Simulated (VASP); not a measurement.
## Si: relaxation of shape and atoms at fixed volume with r2SCAN

Crystal: Si.

```xyz
1
Lattice="2.5733 0.0000 0.0000 -1.2866 2.2285 0.0000 0.0000 0.0000 2.4468" Properties=species:S:1:pos:R:3 pbc="T T T"
Si    0.0000    0.0000    0.0000
```

This isn't the form of Si at room conditions, which is diamond.

```yaml
Program: VASP 6.6.1
Task: relaxation of shape and atoms at fixed volume
Functional: r2SCAN
Potentials_or_basis: VASP PAW PBE potentials, release 64 (Si)
Cutoff: 600 eV
k_mesh: 18 × 18 × 16
Occupations: gaussian, width 0.1 eV
Spin: no spin polarisation
Dipole_correction: no
Further_INCAR_settings: ALGO = Normal; EDIFF = 1e-06; IBRION = 2; EDIFFG = -0.01; NSW = 50; ISIF = 4
```

* Energy gained by relaxing: 0.0 meV/atom
* Ionic steps: 3
* Pressure after relaxing: 7.9 GPa
* Band gap on the k mesh: zero (bands 2 and 3 overlap by 12.85 eV)

Final structure:
```
Si
1.0
     2.57212    0.00000    0.00000
    -1.28606    2.22752    0.00000
     0.00000    0.00000    2.44900
Si
1
Direct
  0.00000 0.00000 0.00000
```

Levels at points of the mesh, in eV from the Fermi level:
```
           k point  band 1  band 2  band 3  band 4  band 5
(0.00, 0.00, 0.00)  -15.37    7.76    8.34   11.82   11.82
(0.50, 0.00, 0.00)   -8.05   -7.54    5.86    6.97   14.03
(0.00, 0.00, 0.50)  -10.14   -7.96   15.93   15.93   16.18
(0.50, 0.00, 0.50)   -3.48   -2.32   -1.80    1.50    9.90
```

Wall time 2.3 min on 1 thread of AMD EPYC 9R45 96-Core Processor (Zen 5) (shared host), peak memory 0.12 GiB.

Caveat: the PAW data sets were made with another functional, which shifts forces and pressure a little.
